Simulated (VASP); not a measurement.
The system is Pd.

```xyz
3
Lattice="4.6209 0.0000 0.0000 -2.3104 4.0018 0.0000 0.0000 0.0000 2.8328" Properties=species:S:1:pos:R:3 pbc="T T T"
Pd    0.0000    0.0000    0.0000
Pd    0.0000    2.6679    1.4164
Pd    2.3104    1.3339    1.4164
```

- Program: VASP 6.6.1
- Task: relaxation of cell and atoms
- Functional: r2SCAN
- Potentials or basis: VASP PAW PBE potentials, release 64 (Pd)
- Cutoff: 550 eV
- k mesh: 6 × 6 × 6
- Occupations: gaussian, width 0.1 eV
- Spin: no spin polarisation

At the start: pressure -16.0 GPa; volume 17.46 Å³/atom.

Where does the relaxation end?

Over 9 steps the energy falls by 127.8 meV/atom and the volume is 15.31 Å³/atom (-12.3 %); space group P6/mmm (No. 191, to 0.05 Å).

The path:
```tsv
step	energy change (eV)	largest force (eV/Å)	pressure (GPa)	volume (Å³)
1	0.0000	0.0000	-15.96	52.38
2	0.1272	0.0000	33.30	40.27
3	-0.3783	0.0000	-0.42	46.05
4	-0.3786	0.0000	0.04	45.93
5	-0.3785	0.0000	0.52	45.81
6	-0.3831	0.0000	0.49	45.80
7	-0.3833	0.0000	0.48	45.80
8	-0.3832	0.0000	-0.56	46.07
9	-0.3834	0.0000	0.02	45.92
```

Final structure:
```xyz
3
Lattice="4.4563 0.0000 0.0000 -2.2281 3.8592 0.0000 0.0000 0.0000 2.6701" Properties=species:S:1:pos:R:3 pbc="T T T"
Pd    0.0000    0.0000    0.0000
Pd    0.0000    2.5728    1.3351
Pd    2.2281    1.2864    1.3351
```

Caveat: the k points lie up to 0.39 Å⁻¹ apart in the final cell; the PAW data sets were made with another functional, which shifts forces and pressure a little.
